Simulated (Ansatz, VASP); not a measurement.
# SiC: VASP beside Ansatz

```xyz
4
Lattice="3.0973 0.0000 0.0000 -1.5487 2.6824 0.0000 0.0000 0.0000 4.8838" Properties=species:S:1:pos:R:3 pbc="T T T"
Si    0.0000    1.7882    0.0102
Si    1.5487    0.8941    2.4522
C     0.0000    1.7882    1.8700
C     1.5487    0.8941    4.3120
```

Alike in both runs: functional LDA; k mesh 12 × 12 × 6; occupations gaussian, width 0.05 eV; no spin polarisation.

Ansatz relaxed the structure, and its values are those at the end. VASP's run is a single point on that final structure, the one shown.

|  | VASP | Ansatz |
| --- | --- | --- |
| version | VASP 6.6.1 | Ansatz 0.2.0 |
| potentials or method | VASP PAW LDA potentials, release 64 (Si, C), cutoff 520 eV | scalar-relativistic, plane waves, PAW |
| valence electrons in the cell | 16 | 16 |

|  | VASP | Ansatz | Ansatz less VASP |
| --- | --- | --- | --- |
| gap on the k mesh at the Fermi level (eV) | 2.16 | 2.17 | +0.015 |
| least direct gap on the mesh (eV) | 3.58 | 3.59 | +0.013 |
| pressure (GPa) | 0.4 | 0.0 | -0.41 |

Ansatz warns that its potentials were made for another functional, while VASP's fit it. LDA's correlation is that of Perdew and Zunger in VASP and of Perdew and Wang (1992) in Ansatz. Ansatz's warnings: stress scf threshold loose.
